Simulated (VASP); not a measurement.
Write the native input for VASP 6.6.1 that does the following.

```
Task                   : relaxation of cell and atoms
Functional             : PBE
Potentials or basis    : VASP PAW PBE potentials, release 64 (Cu, O)
Cutoff                 : 600 eV
k mesh                 : 6 × 6 × 4
Occupations            : gaussian, width 0.1 eV
Spin                   : collinear spin
Starting moments       : [1.0, 1.0, 1.0, 0.0, 0.0] μB
Dipole correction      : no
Further INCAR settings : ALGO = Normal; EDIFF = 1e-06; IBRION = 2; EDIFFG = -0.04; NSW = 90; ISIF = 3
```

The structure of Cu3O2 lies in POSCAR:

```
Cu3O2
1.0
    3.5660372200      0.0000000000      0.0000000000
    0.0000000000      3.5660372200      0.0000000000
    0.0000000000      0.0000000000      5.0722307600
Cu O
3 2
Direct
    0.5000000000      0.5000000000      0.5000000000
    0.5000000000      0.5000000000      0.0000000000
    0.0000000000      0.0000000000      0.5000000000
    0.0000000000      0.0000000000      0.1656084900
    0.0000000000      0.0000000000      0.8343915100
```

The cell was generated, and may not be a known phase.

The input as run:

INCAR

```
  PREC = Accurate
  ENCUT = 600
  EDIFF = 1E-6
  ISMEAR = 0
  SIGMA = 0.1
  LREAL = False
  LASPH = True
  NELM = 150
  ALGO = Normal
  ISIF = 3
  LWAVE = False
  LCHARG = False
  ISPIN = 2
  MAGMOM = 1 1 1 0 0
  LORBIT = 11
  LMAXMIX = 4
  GGA = PE
  IBRION = 2
  NSW = 90
  EDIFFG = -0.04
```

KPOINTS

```
Automatic mesh
0
Gamma
  6 6 4
```

Potentials or basis: VASP PAW PBE potentials, release 64 (Cu, O).

Command:

```console
$ cat potpaw_PBE.64/Cu/POTCAR potpaw_PBE.64/O/POTCAR > POTCAR
$ mpirun -np 1 vasp_std > vasp.out
```

Results of the run:

```json
{"Relaxed volume": "12.11 Å³/atom", "Relaxed cell": "a = 3.209 Å, b = 3.209 Å, c = 5.881 Å, α = 90.00°, β = 90.00°, γ = 90.00°", "Space group after relaxing (to 0.1 Å)": "P4/mmm (No. 123)", "Energy gained by relaxing": "374.9 meV/atom", "Ionic steps": "10", "Pressure after relaxing": "-0.1 GPa", "Largest force after relaxing": "0.039 eV/Å", "Net moment": "0.00 μB per cell", "Valence electrons inside the program's atomic spheres": "Cu 9.97, 9.54, 10.31; O 4.84"}
```

Caveat: a cell axis changed by over 15 % at a fixed basis, so the end point is rough.

Run time: 33 min on 1 thread of Intel Xeon 8259CL, on a shared host, peak memory 0.28 GiB.
